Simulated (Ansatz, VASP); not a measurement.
## Ag in VASP and in Ansatz

```
Ag
1.0
     2.68536    0.00000    0.00000
     0.00000    2.68536    0.00000
     0.00000    0.00000    2.68536
Ag
1
Direct
  0.00000 0.00000 0.00000
```

Alike in both runs: task single point; functional PBEsol; k mesh 16 × 16 × 16; occupations fermi-dirac, width 0.05 eV; no spin polarisation.

|  | VASP | Ansatz |
| --- | --- | --- |
| version | VASP 6.6.1 | Ansatz 0.2.0 |
| potentials or method | VASP PAW PBE potentials, release 64 (Ag), cutoff 520 eV | all-electron LAPW, scalar-relativistic |

```csv
,VASP,Ansatz,Ansatz less VASP
pressure (GPa),-0.2,0.0,+0.18
```

VASP's potentials were made for PBE, not for PBEsol. Ansatz ran all-electron here, and VASP with PAW potentials.
